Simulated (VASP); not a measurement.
Input of a VASP 6.6.1 run:

The input INCAR:

```
PREC     = Accurate       # precision mode
ENCUT    = 520            # plane-wave cutoff, eV
EDIFF    = 1E-6           # SCF threshold, eV
ISMEAR   = 1              # smearing method
SIGMA    = 0.15           # smearing width, eV
LREAL    = False          # projectors in reciprocal space
LASPH    = True           # aspherical terms in the spheres
NELM     = 80             # most SCF steps
ALGO     = Normal         # electronic algorithm
ISIF     = 2              # what is computed and relaxed
LWAVE    = False          # write WAVECAR
LCHARG   = True           # write CHGCAR
GGA      = PE             # functional
LELF     = True           # ELF
LVHAR    = True         
NBANDS   = 26             # bands
```

KPOINTS

```
regular mesh
0
Gamma
  4 5 2
```

POSCAR

```
Rb
1.0
    5.7400000000      0.0000000000      0.0000000000
    0.0000000000      4.6400000000      0.0000000000
    0.0000000000      0.0000000000     12.3800000000
Rb
4
Direct
    0.0470000000      0.2500000000      0.8930000000
    0.4530000000      0.7500000000      0.3930000000
    0.5470000000      0.2500000000      0.6070000000
    0.9530000000      0.7500000000      0.1070000000
```

Potentials or basis: VASP PAW PBE potentials, release 64 (Rb_sv).

The run is started by

```console
$ cat potpaw_PBE.64/Rb_sv/POTCAR > POTCAR
$ mpirun -np 1 vasp_std > vasp.out
```

Estimate the band gap on the k mesh.

zero (band 18 reaches 0.70 eV, above the bottom of band 19 at -0.53 eV).

Predict the pressure.

1.1 GPa.

What does it give for the largest force?

0.772 eV/Å.

Stress tensor (GPa, compression positive):
```
-0.49  0.00  0.00
 0.00  1.91  0.00
 0.00  0.00  1.97
```
